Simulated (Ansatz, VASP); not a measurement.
## BaTe in VASP and in Ansatz

Contents of POSCAR:

```
BaTe
1.0
    0.0000000000      3.5333946272      3.5333946272
    3.5333946272      0.0000000000      3.5333946272
    3.5333946272      3.5333946272      0.0000000000
Ba Te
1 1
Direct
    0.0000000000      0.0000000000      0.0000000000
    0.5000000000      0.5000000000      0.5000000000
```

The input INCAR.step1:

```
SYSTEM = BaTe
PREC = Accurate
ENCUT = 520
EDIFF = 1E-5
ISMEAR = 0
SIGMA = 0.01
LREAL = .FALSE.
LASPH = .TRUE.
NELM = 60
ALGO = Normal
ISIF = 2
LWAVE = .TRUE.
LCHARG = .FALSE.
NBANDS = 15
GGA = PE
```

The input INCAR.step2:

```
SYSTEM = BaTe
PREC = Accurate
ENCUT = 520
EDIFF = 1E-7
ISMEAR = 0
SIGMA = 0.01
LREAL = .FALSE.
LASPH = .TRUE.
NELM = 60
ALGO = Normal
ISIF = 2
LWAVE = .FALSE.
LCHARG = .FALSE.
METAGGA = R2SCAN
LHFCALC = .TRUE.
AEXX = 0.25
LMIXTAU = .TRUE.
PRECFOCK = Normal
NBANDS = 15
ISTART = 1
```

The input KPOINTS:

```
regular mesh
0
G
  4 4 4
  0 0 0
```

Input for Ansatz:

```yaml
crystal:
  lattice:
    - [0.0, 3.5333946272, 3.5333946272]
    - [3.5333946272, 0.0, 3.5333946272]
    - [3.5333946272, 3.5333946272, 0.0]
  atoms:
    - { symbol: Ba, position: [0.0, 0.0, 0.0] }
    - { symbol: Te, position: [0.5, 0.5, 0.5] }
kpoints:
  mp_grid: { grid: [4, 4, 4] }
  band_path:
    path:
      - [0.0, 0.0, 0.0]
      - [0.5, 0.0, 0.5]
      - [0.625, 0.25, 0.625]
      - [0.375, 0.375, 0.75]
      - [0.5, 0.5, 0.5]
      - [0.5, 0.25, 0.75]
      - [0.0, 0.5, 0.5]
    npoints: 1
hamiltonian:
  xc: r2scan0
scf:
  occupations: { method: fixed }
  n_extra_bands: 4
output:
  forces: true
  stress: true
  eigenvalues: true
```

Alike in both runs: task single point; functional r2SCAN0; k mesh 4 × 4 × 4; no spin polarisation.

|  | VASP | Ansatz |
| --- | --- | --- |
| version | VASP 6.6.1 | Ansatz 0.2.0 |
| potentials or method | VASP PAW PBE potentials, release 64 (Ba_sv, Te) | plane waves, PAW |
| plane-wave cutoff (eV) | 520 | 500 |
| occupations | gaussian, width 0.01 eV | fixed |
| valence electrons in the cell | 16 | 26 |

Ansatz gave:

* gap on the k mesh at the Fermi level (eV): 3.22
* pressure (GPa): -0.2

**Question.** What did VASP give for the same quantities?

**Answer.** gap on the k mesh at the Fermi level (eV): 3.20; pressure (GPa): -0.1.

VASP's potentials were made for PBE, not for r2SCAN0. VASP's potentials hold 16 valence electrons a cell and Ansatz's 26, so a difference there can come from the potentials and not from the codes. Ansatz's warnings: stress exchange threshold loose, stress scf threshold loose.

Spin-orbit coupling is off throughout.
